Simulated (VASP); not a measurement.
Set up this calculation in VASP 6.6.1, as the native input.

```
Task                   : single point
Functional             : r2SCAN
Potentials or basis    : VASP PAW PBE potentials, release 64 (Al)
Cutoff                 : 550 eV
k mesh                 : 14 × 14 × 14
Occupations            : fermi-dirac, width 0.1 eV
Spin                   : no spin polarisation
Dipole correction      : no
Further INCAR settings : ALGO = Normal; EDIFF = 1e-06; NBANDS = 8
```

Al:

```
Al
1.0
     0.00000    1.96483    1.96483
     1.96483    0.00000    1.96483
     1.96483    1.96483    0.00000
Al
1
Direct
  0.00000 0.00000 0.00000
```

One way to write it, as run:

POSCAR

```
Al
1.0
    0.0000000000      1.9648346770      1.9648346770
    1.9648346770      0.0000000000      1.9648346770
    1.9648346770      1.9648346770      0.0000000000
Al
1
Direct
    0.0000000000      0.0000000000      0.0000000000
```

INCAR.step1

```
SYSTEM = Al
ALGO = Normal ; EDIFF = 1E-5
ENCUT = 550 ; GGA = PE
GGA_COMPAT = .False. ; ISMEAR = -1
LASPH = .True. ; LCHARG = .False.
LREAL = .False. ; LWAVE = .True.
NBANDS = 8 ; NELM = 120
PREC = Accurate ; SIGMA = 0.1
```

INCAR.step2

```
SYSTEM = Al
ALGO = Normal ; EDIFF = 1E-6
ENCUT = 550 ; GGA_COMPAT = .False.
ISIF = 2 ; ISMEAR = -1
ISTART = 1 ; LASPH = .True.
LCHARG = .True. ; LELF = .True.
LMIXTAU = .True. ; LREAL = .False.
LVHAR = .True. ; LWAVE = .False.
METAGGA = R2SCAN ; NBANDS = 8
NELM = 120 ; PREC = Accurate
SIGMA = 0.1
```

KPOINTS

```
k-points
0
Gamma
  14 14 14
  0 0 0
```

Potentials or basis: VASP PAW PBE potentials, release 64 (Al).

Run with:

```sh
$ cat potpaw_PBE.64/Al/POTCAR > POTCAR
$ cp INCAR.step1 INCAR
$ mpirun -np 1 vasp_std > vasp.out
$ cp INCAR.step2 INCAR
$ mpirun -np 1 vasp_std > vasp.out
```

Results of the run:

* Pressure: 4.4 GPa
* Band gap on the k mesh: zero (an odd number of electrons rules out a gap without spin polarisation)

Caveat: the cell stands under pressure; the PAW data sets were made with another functional, which shifts forces and pressure a little.

It took 58 s on 1 thread of Intel Xeon 8259CL, on a shared host, peak memory 0.14 GiB.
